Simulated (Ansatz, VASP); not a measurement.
## One calculation of Nb3H, two programs

```xyz
4
Lattice="2.9270 0.0000 0.0000 0.0000 2.9270 0.0000 0.0000 0.0000 21.1958" Properties=species:S:1:pos:R:3 pbc="T T T"
Nb    1.4635    1.4635    4.0000
Nb    0.0000    0.0000    6.0978
Nb    1.4635    1.4635    8.1958
H     1.4635    1.9513   11.2058
```

Alike in both runs: task single point; functional LDA; k mesh 9 × 9 × 1; occupations gaussian, width 0.1 eV; collinear spin.

```csv
,VASP,Ansatz
version,VASP 6.6.1,Ansatz 0.2.0
potentials or method,"VASP PAW LDA potentials, release 64 (Nb_sv, H), cutoff 520 eV","scalar-relativistic, plane waves, PAW"
valence electrons in the cell,40,40
```

|  | VASP | Ansatz | Ansatz less VASP |
| --- | --- | --- | --- |
| gap on the k mesh at the Fermi level (eV) | none | none | - |
| rms of the force components (eV/Å) | 0.464 | 0.449 | -0.0147 |
| net moment per atom (μB) | 0.09 | 0.10 | +0.011 |
| size of the moment on the site where the two differ most (μB) | 0.20 | 0.55 | +0.341 |

LDA's correlation is that of Perdew and Zunger in VASP and of Perdew and Wang (1992) in Ansatz. Site moments also hang on the region over which each program counts them. Atom by atom the forces differ by 0.015 eV/Å (rms over components). A gap of «none» marks a metal or a gap that the smearing closes.
